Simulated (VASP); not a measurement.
# Bi (Pm-3m) in VASP: notebook, part 2 of 2

VASP 6.6.1. Earlier steps stand in the parts before.

### 4 Single point, r2SCAN

This run uses another cell than the first one, of 34.40 Å³/atom.

POSCAR

```
Bi
1.0
    3.2521762864      0.0000000000      0.0000000000
    0.0000000000      3.2521762864      0.0000000000
    0.0000000000      0.0000000000      3.2521762864
Bi
1
Direct
    0.0000000000      0.0000000000      0.0000000000
```

INCAR.step1

```
SYSTEM = Bi
PREC = Accurate
ENCUT = 520
ISMEAR = -1
SIGMA = 0.1
LREAL = .False.
LASPH = .True.
NELM = 100
NBANDS = 14
GGA = PE
ALGO = Normal
EDIFF = 1E-4
LWAVE = .True.
LCHARG = .False.
```

INCAR.step2

```
SYSTEM = Bi
PREC = Accurate
ENCUT = 520
EDIFF = 1E-6
ISMEAR = -1
SIGMA = 0.1
LREAL = .False.
LASPH = .True.
NELM = 100
ALGO = Normal
ISIF = 2
LWAVE = .False.
LCHARG = .False.
METAGGA = R2SCAN
LMIXTAU = .True.
NBANDS = 14
ISTART = 1
```

KPOINTS

```
regular mesh
0
Gamma
  16 16 16
  0 0 0
```

Potentials or basis: VASP PAW PBE potentials, release 64 (Bi_d).

Run with:

```bash
> cat potpaw_PBE.64/Bi_d/POTCAR > POTCAR
> cp INCAR.step1 INCAR
> mpirun -np 1 vasp_std > vasp.out
> cp INCAR.step2 INCAR
> mpirun -np 1 vasp_std > vasp.out
```

OUTCAR:

```text
SYSTEM = Bi
   PREC = Accurate
   ENCUT = 520
   EDIFF = 1E-6
   ISMEAR = -1
   LREAL = .False.
   LASPH = .True.
   NELM = 100
   ISIF = 2
   METAGGA = R2SCAN
   ISTART = 1

 ion  position               nearest neighbor table
   1  0.000  0.000  0.000-

  LATTYP: Found a simple cubic cell.
 ALAT       =     3.2521762864

  Lattice vectors:

 A1 = (   3.2521762864,   0.0000000000,   0.0000000000)
 A2 = (   0.0000000000,   3.2521762864,   0.0000000000)
 A3 = (   0.0000000000,   0.0000000000,   3.2521762864)

Analysis of symmetry for initial positions (statically):
=====================================================================
 Subroutine PRICEL returns:
 Original cell was already a primitive cell.

 Routine SETGRP: Setting up the symmetry group for a
 simple cubic supercell.

 Subroutine GETGRP returns: Found 48 space group operations
 (whereof 48 operations were pure point group operations)
 out of a pool of 48 trial point group operations.

The static configuration has the point symmetry O_h .

Analysis of symmetry for dynamics (positions and initial velocities):
=====================================================================
 Subroutine PRICEL returns:
 Original cell was already a primitive cell.

 Routine SETGRP: Setting up the symmetry group for a
 simple cubic supercell.

 Subroutine GETGRP returns: Found 48 space group operations
 (whereof 48 operations were pure point group operations)
 out of a pool of 48 trial point group operations.

The dynamic configuration has the point symmetry O_h .

 Subroutine INISYM returns: Found 48 space group operations
 (whereof 48 operations are pure point group operations),
 and found     1 'primitive' translations

----------------------------------------------------------------------------------------

                                     Primitive cell

  volume of cell :      34.3971

  direct lattice vectors                    reciprocal lattice vectors
[... 113 lines left out ...]
   IVDW    =     0    specifies the selected vdW correction
   LEPSILON=     F    determine dielectric tensor
   LRPA    =     F    only Hartree local field effects (RPA)
 non-spin polarized calculation
  energy-cutoff  :      520.00
  volume of cell :       34.40
 maximum number of plane-waves:       952
   NGX = 13   NGY = 13   NGZ = 13

 number of electron      14.9999997 magnetization

 Free energy of the ion-electron system (eV)
  ---------------------------------------------------
  ext. energy  EPLUGINS =         0.00000000
  ---------------------------------------------------
  free energy    TOTEN  =       -58.43786063 eV

  energy without entropy =      -58.41843799  energy(sigma->0) =      -58.42814931

 E-fermi :   6.4810     XC(G=0): -10.3802

 val. band max:        6.4597733818   @ k =   0.4375   0.3125   0.3125
 cond. band min:       6.5164332956   @ k =   0.1875   0.1875   0.0000
 fundamental gap:      0.0566599137
 Fermi energy:         6.4809545158

 k-point     1 :       0.0000    0.0000    0.0000
  band No.  band energies     occupation
      1     -17.1901      2.00000
      2     -17.1901      2.00000
      3     -16.8343      2.00000
      4     -16.8343      2.00000
      5     -16.8343      2.00000
      6      -7.2213      2.00000
      7       9.7796      0.00000
      8       9.7796      0.00000
      9       9.7796      0.00000
     10      13.5136      0.00000
     11      14.7210      0.00000
     12      14.7210      0.00000
     13      24.3972      0.00000
     14      24.3972      0.00000
[... 377 lines left out ...]
      1     -17.1443      2.00000
      2     -16.9432      2.00000
      3     -16.9244      2.00000
      4     -16.8786      2.00000
      5     -16.8401      2.00000
      6      -5.0133      2.00000
      7       1.4958      2.00000
      8       9.6914      0.00000
      9      11.9897      0.00000
     10      14.8877      0.00000
     11      17.3650      0.00000
     12      17.5117      0.00000
     13      19.3935      0.00000
     14      19.6570      0.00000

 [... further k-points ...]

------------------------ aborting loop because EDIFF is reached ----------------------------------------

  FORCE on cell =-STRESS in cart. coord.  units (eV):
  Direction    XX          YY          ZZ          XY          YZ          ZX
  --------------------------------------------------------------------------------------
  -------------------------------------------------------------------------------------
  Total        0.0009991      0.0009991      0.0009991      0.0000000     -0.0000000     -0.0000000
  in kB        0.0465387      0.0465387      0.0465387      0.0000000     -0.0000000     -0.0000000
  external PRESSURE =       0.0465387 kB  Pullay stress =       0.0000000 kB

 VOLUME and BASIS-vectors are now :
 -----------------------------------------------------------------------------
  energy-cutoff  :      520.00
  volume of cell :       34.40
      direct lattice vectors                 reciprocal lattice vectors
     3.252176286  0.000000000  0.000000000     0.307486407  0.000000000  0.000000000
     0.000000000  3.252176286  0.000000000     0.000000000  0.307486407  0.000000000
     0.000000000  0.000000000  3.252176286     0.000000000  0.000000000  0.307486407

 POSITION                                       TOTAL-FORCE (eV/Angst)
 -----------------------------------------------------------------------------------
      0.00000      0.00000      0.00000         0.000000      0.000000      0.000000
 -----------------------------------------------------------------------------------
    total drift:                                0.000000     -0.000000      0.000000

  FREE ENERGIE OF THE ION-ELECTRON SYSTEM (eV)
  ---------------------------------------------------
  free  energy   TOTEN  =       -58.4378606346 eV

  energy  without entropy=      -58.4184379903  energy(sigma->0) =      -58.42814931
```

It took 1.8 min on 1 thread of Intel Xeon 6975P-C (Granite Rapids), shared host; peak memory 0.19 GiB.

Results:

```yaml
Free_energy: -58.4379 eV
Pressure: 0.0 GPa
Band_gap_on_the_k_mesh: zero (an odd number of electrons rules out a gap without spin polarisation)
```

Caveat: the PAW data sets were made with another functional, which shifts forces and pressure a little; spin-orbit coupling is left out, which moves the levels of the heavy elements.

### 5 Overview

```csv
cell,k mesh,gap on the mesh (eV),pressure (GPa)
"a = 3.337 Å, 1 atom",11 × 11 × 11,none,-3.2
"a = 3.377 Å, 1 atom",11 × 11 × 11,none,-4.3
"a = 3.252 Å, 1 atom",16 × 16 × 16,none,0.0
```

Alike in all rows: task single point; level r2SCAN; potentials or basis VASP PAW PBE potentials, release 64 (Bi_d); no spin polarisation; cutoff (eV) 520; smearing fermi-dirac 0.1 eV.

Caveats: the PAW data sets were made with another functional, which shifts forces and pressure a little; spin-orbit coupling is left out, which moves the levels of the heavy elements; the cell stands under tension (at least some runs).

Absolute energies hang on the potentials; compare differences alone.

The gap in the log of VASP goes by the Fermi energy; the results here count the filled bands.